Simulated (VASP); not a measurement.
# In6O (P1) in VASP: single point with PBE

Aim: the single point of In6O with PBE.

All numbers are computed with VASP 6.6.1; they aren't measurements. Logs are shortened: lines on timing, memory, paths and dates and some standing lists are left out, and cuts for length are marked.

### 1 The cell of the first run

The typed cell holds 7 atoms: a = 3.383 Å, b = 3.382 Å, c = 17.523 Å, α = 89.99°, β = 89.94°, γ = 60.02°.

### 2 Single point, PBE

Input file INCAR:

```
SYSTEM = In6O
ALGO     = Normal         ! electronic algorithm
EDIFF    = 1E-6           ! SCF threshold, eV
ENCUT    = 520            ! plane-wave cutoff, eV
GGA      = PE             ! functional
ISIF     = 2              ! what is computed and relaxed
ISMEAR   = 0              ! smearing method
LASPH    = .True.         ! aspherical terms in the spheres
LCHARG   = .True.         ! write CHGCAR
LELF     = .True.         ! ELF
LREAL    = .False.        ! projectors in reciprocal space
LVHAR    = .True.       
LWAVE    = .False.        ! write WAVECAR
NBANDS   = 51             ! bands
NELM     = 80             ! most SCF steps
PREC     = Accurate       ! precision mode
SIGMA    = 0.1            ! smearing width, eV
```

Input file KPOINTS:

```
k-points
0
Gamma
  10 10 2
  0 0 0
```

Input file POSCAR:

```
In6O
1.0
    3.3802963118      0.0071423617     -0.1458864879
    1.6854865183      2.9323403198     -0.0035310462
    0.7751354974     -0.4204718821     17.5008858665
In O
6 1
Direct
    0.7591838886      0.4772712081      0.1032847561
    0.0940408358      0.8100919491      0.9100942891
    0.0955609367      0.8094591205      0.2662498448
    0.7639067161      0.4753332920      0.5849826025
    0.4308883124      0.1419623706      0.4250875015
    1.0962116884      0.8089581525      0.7384046048
   -0.2397923780      0.4769239072      0.9718964014
```

Potentials or basis: VASP PAW PBE potentials, release 64 (In_d, O).

Command:

```sh
cat potpaw_PBE.64/In_d/POTCAR potpaw_PBE.64/O/POTCAR > POTCAR
mpirun -np 1 vasp_std > vasp.out
```

OUTCAR:

```text
SYSTEM = In6O
   EDIFF = 1E-6
   ENCUT = 520
   GGA = PE
   ISIF = 2
   ISMEAR = 0
   LASPH = .True.
   LREAL = .False.
   NELM = 80
   PREC = Accurate

 ion  position               nearest neighbor table
   1  0.759  0.477  0.103-   7 2.30   3 3.45   3 3.46   3 3.46   2 3.91   2 3.91   2 3.91
   2  0.094  0.810  0.910-   7 2.23   7 2.23   7 2.23   6 3.01   1 3.91   1 3.91   1 3.91
   3  0.096  0.809  0.266-   5 3.40   5 3.40   5 3.40   1 3.45   1 3.46   1 3.46
   4  0.764  0.475  0.585-   6 3.32   6 3.32   6 3.32   5 3.41   5 3.42   5 3.42
   5  0.431  0.142  0.425-   3 3.40   3 3.40   3 3.40   4 3.41   4 3.42   4 3.42
   6  0.096  0.809  0.738-   2 3.01   4 3.32   4 3.32   4 3.32
   7  0.760  0.477  0.972-   2 2.23   2 2.23   2 2.23   1 2.30

  LATTYP: Found a triclinic cell.
 ALAT       =     3.3834504631
 B/A-ratio  =     0.9996400382
 C/A-ratio  =     5.1790587437
 COS(alpha) =     0.0001977038
 COS(beta)  =     0.0010801711
 COS(gamma) =     0.4997461191

  Lattice vectors:

 A1 = (   3.3802963118,   0.0071423617,  -0.1458864879)
 A2 = (   1.6854865183,   2.9323403198,  -0.0035310462)
 A3 = (   0.7751354974,  -0.4204718821,  17.5008858665)

Analysis of symmetry for initial positions (statically):
=====================================================================
 Subroutine PRICEL returns:
 Original cell was already a primitive cell.

 Routine SETGRP: Setting up the symmetry group for a
 triclinic supercell.

 Subroutine GETGRP returns: Found  1 space group operations
 (whereof  1 operations were pure point group operations)
 out of a pool of  2 trial point group operations.

The static configuration has the point symmetry C_1 .

Analysis of symmetry for dynamics (positions and initial velocities):
=====================================================================
 Subroutine PRICEL returns:
 Original cell was already a primitive cell.

 Routine SETGRP: Setting up the symmetry group for a
 triclinic supercell.

 Subroutine GETGRP returns: Found  1 space group operations
 (whereof  1 operations were pure point group operations)
 out of a pool of  2 trial point group operations.

The dynamic configuration has the point symmetry C_1 .

 Subroutine INISYM returns: Found  1 space group operations
 (whereof  1 operations are pure point group operations),
 and found     1 'primitive' translations

----------------------------------------------------------------------------------------

                                     Primitive cell

  volume of cell :     173.6912

  direct lattice vectors                    reciprocal lattice vectors
     3.380296312  0.007142362 -0.145886488     0.295450054 -0.169843075 -0.017166449
     1.685486518  2.932340320 -0.003531046    -0.000366492  0.341245086  0.008214901
     0.775135497 -0.420471882 17.500885866     0.002462783 -0.001346952  0.056998523

  length of vectors
     3.383450463  3.382232550 17.523088705     0.341221470  0.341344149  0.057067603

  position of ions in fractional coordinates (direct lattice)
     0.759183889  0.477271208  0.103284756
     0.094040836  0.810091949  0.910094289
     0.095560937  0.809459121  0.266249845
     0.763906716  0.475333292  0.584982602
     0.430888312  0.141962371  0.425087502
     0.096211688  0.808958152  0.738404605
     0.760207622  0.476923907  0.971896401

  ion indices of the primitive-cell ions
   primitive index   ion index
                 1           1
                 2           2
                 3           3
                 4           4
                 5           5
                 6           6
                 7           7

----------------------------------------------------------------------------------------

 KPOINTS: k-points

Automatic generation of k-mesh.
 Grid dimensions read from file:
 generate k-points for:   10   10    2

 Generating k-lattice:

  Cartesian coordinates                     Fractional coordinates (reciprocal lattice)
     0.029545005 -0.016984308 -0.001716645     0.100000000  0.000000000 -0.000000000
    -0.000036649  0.034124509  0.000821490    -0.000000000  0.100000000 -0.000000000
     0.001231391 -0.000673476  0.028499262     0.000000000  0.000000000  0.500000000

  Length of vectors
     0.034122147  0.034134415  0.028533801

  Shift w.r.t. Gamma in fractional coordinates (k-lattice)
     0.000000000  0.000000000  0.000000000

 Subroutine IBZKPT returns following result:
 ===========================================

 Found    104 irreducible k-points:

 Following reciprocal coordinates:
            Coordinates               Weight
  0.000000  0.000000  0.000000      1.000000
  0.100000  0.000000  0.000000      2.000000
  0.200000  0.000000  0.000000      2.000000
  0.300000  0.000000  0.000000      2.000000
  0.400000  0.000000  0.000000      2.000000
  0.500000  0.000000  0.000000      1.000000
[... 16 lines left out ...]
 -0.400000  0.200000 -0.000000      2.000000
 -0.300000  0.200000  0.000000      2.000000
 [... further k-points ...]
   k-points           NKPTS =    104   k-points in BZ     NKDIM =    104   number of bands    NBANDS=     51
   number of dos      NEDOS =    301   number of ions     NIONS =      7
   total plane-waves  NPLWV = 109760
   dimension x,y,z NGX =    28 NGY =   28 NGZ =  140
   dimension x,y,z NGXF=    56 NGYF=   56 NGZF=  280
   ions per type =               6   1
   NGX,Y,Z   is equivalent  to a cutoff of  13.76, 13.76, 13.28 a.u.
   NGXF,Y,Z  is equivalent  to a cutoff of  27.52, 27.53, 26.56 a.u.
 SYSTEM =  In6O
   PREC   = accura    normal or accurate (medium, high low for compatibility)
   ISTART =      0    job   : 0-new  1-cont  2-samecut
   ICHARG =      2    charge: 1-file 2-atom 10-const
   ISPIN  =      1    spin polarized calculation?
   LNONCOLLINEAR =      F non collinear calculations
   LSORBIT =      F    spin-orbit coupling
   LASPH  =      T    aspherical Exc in radial PAW
   ENCUT  =  520.0 eV  38.22 Ry    6.18 a.u.   6.29  6.29 32.58*2*pi/ulx,y,z
   NELM   =     80;   NELMIN=  2; NELMDL= -5     # of ELM steps
   EDIFF  = 0.1E-05   stopping-criterion for ELM
   LREAL  =      F    real-space projection
   EDIFFG = 0.1E-04   stopping-criterion for IOM
   NSW    =      0    number of steps for IOM
   IBRION =     -1    ionic relax: 0-MD 1-quasi-New 2-CG
   NFREE  =      0    steps in history (QN), initial steepest desc. (CG)
   ISIF   =      2    stress and relaxation
   ISYM   =      2    0-nonsym 1-usesym 2-fastsym
   POTIM  = 0.5000    time-step for ionic-motion
   TEBEG  =    0.0;   TEEND  =   0.0 temperature during run
   PSTRESS=    0.0 pullay stress
   NELECT =      84.0000    total number of electrons
   NUPDOWN=      -1.0000    fix difference up-down
   EMIN   =  10.00;   EMAX   =-10.00  energy-range for DOS
   EFERMI =   0.00;   METHOD = LEGACY
   ISMEAR =     0;   SIGMA  =   0.10  broadening in eV -4-tet -1-fermi 0-gaus
   EFERMI_NEDOS =   21; number of points for ismear=-14 and -15
   IALGO  =     38    algorithm
   IMIX   =      4    mixing-type and parameters
     AMIX     =   0.40;   BMIX     =  1.00
     AMIX_MAG =   1.60;   BMIX_MAG =  1.00
  volume/ion in A,a.u.               =      24.81       167.45
  Fermi-wavevector in a.u.,A,eV,Ry     =   1.285016  2.428329 22.466854  1.651267
  Thomas-Fermi vector in A             =   2.417176
   LORBIT       =      0    0 simple, 1 ext, 2 COOP (PROOUT), +10 PAW based schemes
   GGA     = PE    functional components
   LHFCALC =     F    Hartree Fock is set to
   AEXX    =    0.0000 exact exchange contribution
   IVDW    =     0    specifies the selected vdW correction
   LEPSILON=     F    determine dielectric tensor
   LRPA    =     F    only Hartree local field effects (RPA)
 non-spin polarized calculation
 Gauss-broadening in eV      SIGMA  =   0.10
  energy-cutoff  :      520.00
  volume of cell :      173.69
 maximum number of plane-waves:      4700
 NGX is ok and might be reduce to    28
   NGX = 13   NGY = 13   NGZ = 65

 number of electron      84.0000010 magnetization

 Free energy of the ion-electron system (eV)
  ---------------------------------------------------
  ext. energy  EPLUGINS =         0.00000000
  ---------------------------------------------------
  free energy    TOTEN  =       -22.58436814 eV

  energy without entropy =      -22.57281240  energy(sigma->0) =      -22.57859027

 E-fermi :   6.7252     XC(G=0):  -9.9893

 val. band max:        6.6446034510   @ k =   0.4000   0.5000   0.5000
 cond. band min:       6.7287466112   @ k =   0.1000  -0.0000   0.5000
 fundamental gap:      0.0841431602
 Fermi energy:         6.7252135688

 k-point     1 :       0.0000    0.0000    0.0000
  band No.  band energies     occupation
      1     -12.4041      2.00000
      2      -8.0407      2.00000
      3      -7.9651      2.00000
      4      -7.9643      2.00000
      5      -7.8908      2.00000
      6      -7.8674      2.00000
[... 43 lines left out ...]
     50      15.5974      0.00000
     51      15.6127      0.00000

 k-point     2 :       0.1000    0.0000    0.0000
  band No.  band energies     occupation
      1     -12.3871      2.00000
      2      -8.0276      2.00000
      3      -7.9533      2.00000
      4      -7.9382      2.00000
      5      -7.8854      2.00000
      6      -7.8653      2.00000
[... 43 lines left out ...]
     50      14.4655      0.00000
     51      14.5658      0.00000

 k-point     3 :       0.2000    0.0000    0.0000
  band No.  band energies     occupation
      1     -12.3444      2.00000
      2      -8.0046      2.00000
      3      -7.9279      2.00000
      4      -7.9074      2.00000
      5      -7.8779      2.00000
      6      -7.8747      2.00000
[... 43 lines left out ...]
     50      12.8043      0.00000
     51      13.2787      0.00000
[... 1027 lines left out ...]
 k-point    23 :      -0.4000    0.2000   -0.0000
  band No.  band energies     occupation
      1     -12.2360      2.00000
      2      -7.9535      2.00000
      3      -7.9285      2.00000
      4      -7.9056      2.00000
      5      -7.8750      2.00000
      6      -7.8647      2.00000
[... 43 lines left out ...]
     50       9.5574      0.00000
     51      10.1390      0.00000

 k-point    24 :      -0.3000    0.2000    0.0000
  band No.  band energies     occupation
      1     -12.2463      2.00000
      2      -7.9496      2.00000
      3      -7.9242      2.00000
      4      -7.8925      2.00000
      5      -7.8762      2.00000
      6      -7.8650      2.00000
[... 43 lines left out ...]
     50       9.5749      0.00000
     51      10.0156      0.00000

 [... further k-points ...]
[... 5 lines left out ...]
  --------------------------------------------------------------------------------------
  -------------------------------------------------------------------------------------
  Total       -0.0164539     -0.0161109     -0.0053408      0.0015594      0.0021616     -0.0065555
  in kB       -0.1517752     -0.1486120     -0.0492655      0.0143848      0.0199396     -0.0604699
  external PRESSURE =      -0.1165509 kB  Pullay stress =       0.0000000 kB

 VOLUME and BASIS-vectors are now :
 -----------------------------------------------------------------------------
  energy-cutoff  :      520.00
  volume of cell :      173.69
      direct lattice vectors                 reciprocal lattice vectors
     3.380296312  0.007142362 -0.145886488     0.295450054 -0.169843075 -0.017166449
     1.685486518  2.932340320 -0.003531046    -0.000366492  0.341245086  0.008214901
     0.775135497 -0.420471882 17.500885866     0.002462783 -0.001346952  0.056998523

 POSITION                                       TOTAL-FORCE (eV/Angst)
 -----------------------------------------------------------------------------------
      3.45076      1.36152      1.69513         0.001187     -0.000552      0.013396
      2.38873      1.99347     15.91088        -0.001333      0.000618     -0.035015
      1.89374      2.26234      4.64281        -0.000119      0.000026     -0.000137
      3.83684      1.15333     10.12459        -0.000103      0.000045     -0.000533
      2.02531      0.24062      7.37605        -0.000482      0.000211      0.000385
      2.26108      2.06235     12.90584         0.000075      0.000098     -0.000770
      4.12693      0.99528     16.89646         0.000775     -0.000447      0.022674
 -----------------------------------------------------------------------------------
    total drift:                                0.000460     -0.000231      0.001953

  FREE ENERGIE OF THE ION-ELECTRON SYSTEM (eV)
  ---------------------------------------------------
  free  energy   TOTEN  =       -22.5843681381 eV

  energy  without entropy=      -22.5728124002  energy(sigma->0) =      -22.57859027
```

It took 12 min on 1 thread of Intel Xeon 6975P-C (Granite Rapids), shared host; peak memory 0.77 GiB.

What came out:

```yaml
Free_energy: -22.5844 eV
Pressure: 0.0 GPa
Largest_force: 0.035 eV/Å
Band_gap_on_the_k_mesh: zero (bands 42 and 43 overlap by 2.89 eV)
```

Forces on the atoms (eV/Å):
```
In   0.001 -0.001  0.013
In  -0.001  0.001 -0.035
In   0.000  0.000  0.000
In   0.000  0.000 -0.001
In   0.000  0.000  0.000
In   0.000  0.000 -0.001
O    0.001  0.000  0.023
```

Levels at points of the mesh, in eV from the Fermi level:
```csv
k point,band 39,band 40,band 41,band 42,band 43,band 44,band 45,band 46
"(0.00, 0.00, 0.00)",-3.15,-2.42,-2.03,0.94,1.62,4.77,5.77,8.19
"(0.50, 0.00, 0.00)",-2.73,-2.56,-2.07,-1.28,-0.75,-0.35,0.35,1.68
"(0.00, 0.50, 0.00)",-2.74,-2.55,-2.07,-1.27,-0.76,-0.34,0.36,1.67
"(0.50, 0.50, 0.00)",-2.74,-2.55,-2.07,-1.27,-0.76,-0.34,0.36,1.67
"(0.00, 0.00, 0.50)",-3.15,-3.15,-0.84,-0.24,2.90,3.47,6.91,8.19
"(0.50, 0.00, 0.50)",-2.90,-2.45,-1.86,-1.46,-0.99,-0.11,0.51,1.37
"(0.00, 0.50, 0.50)",-2.90,-2.45,-1.86,-1.45,-0.99,-0.11,0.50,1.37
"(0.50, 0.50, 0.50)",-2.89,-2.44,-1.86,-1.45,-0.98,-0.11,0.50,1.37
```

Caveat: spin-orbit coupling is left out, which moves the levels of the heavy elements.

The gap in the log of VASP goes by the Fermi energy; the results here count the filled bands.